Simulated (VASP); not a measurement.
## H14SO6: single point with LDA

System: H14SO6.

```
O H S
1.0
     6.21446    0.00000    0.00000
     0.00000    6.21446    0.00000
     0.00000    0.00000    6.21446
O H S
6 14 1
Direct
  0.32595 0.68498 0.50004
  0.33517 0.43523 0.92653
  0.50143 0.77868 0.91004
  0.06192 0.51134 0.22073
  0.59376 0.05415 0.47304
  0.86032 0.85446 0.11832
  0.33660 0.84915 0.55665
  0.47924 0.60498 0.47639
  0.37698 0.38253 0.78419
  0.40750 0.60110 0.94021
  0.62964 0.80213 0.02960
  0.57191 0.75606 0.76576
  0.16233 0.59672 0.30352
  0.14622 0.46686 0.08269
  0.71697 0.10381 0.58121
  0.68513 0.00774 0.33934
  0.96501 0.93540 0.03596
  0.94785 0.68561 0.15665
  0.72119 0.51607 0.78301
  0.03459 0.53421 0.78403
  0.88292 0.51451 0.63931
```

```yaml
Program: VASP 6.6.1
Task: single point
Functional: LDA
Potentials_or_basis: VASP PAW LDA potentials, release 64 (O, H, S)
Cutoff: 520 eV
k_mesh: 1 × 1 × 1
Occupations: fermi-dirac, width 0.02 eV
Spin: no spin polarisation
Dipole_correction: no
Further_INCAR_settings: LREAL = Auto; ALGO = Normal; EDIFF = 1e-06; NBANDS = 44
```

```yaml
Pressure: -3.3 GPa
Largest_force: 3.536 eV/Å
```

Forces on the atoms (eV/Å):
```
O    2.056  0.657  0.343
O   -0.300  0.175  0.361
O    1.705  0.889  0.786
O   -1.055 -0.007 -2.320
O    3.081  0.218  0.516
O   -0.274 -1.787  0.847
H    0.888 -2.957 -1.391
H   -2.660  2.285  0.456
H   -0.369 -0.105  0.137
H   -0.375 -1.058 -0.464
H   -0.271  0.241 -1.794
H   -0.147  0.598  1.014
H    1.237  0.555  1.330
H    0.119 -0.216  0.626
H   -2.057 -0.611 -1.836
H   -0.877  0.340  1.361
H    0.018  0.327 -0.234
H   -0.538  0.900  0.071
H    0.088 -0.239  0.469
H    1.037  0.148  0.971
S   -1.304 -0.352 -1.250
```

Stress tensor (GPa, compression positive):
```
-4.36  2.77  0.71
 2.77 -3.71 -1.56
 0.71 -1.56 -1.83
```

Levels at points of the mesh, in eV from the Fermi level:
```tsv
k point	band 24	band 25	band 26	band 27	band 28	band 29	band 30	band 31	band 32	band 33
(0.00, 0.00, 0.00)	-1.53	-1.48	-1.24	-1.02	-0.57	2.94	5.04	5.67	6.35	6.84
```

It took 28 s on 1 thread of Intel Xeon 8259CL (shared host), peak memory 0.24 GiB.

Caveat: the k points lie up to 1.01 Å⁻¹ apart.
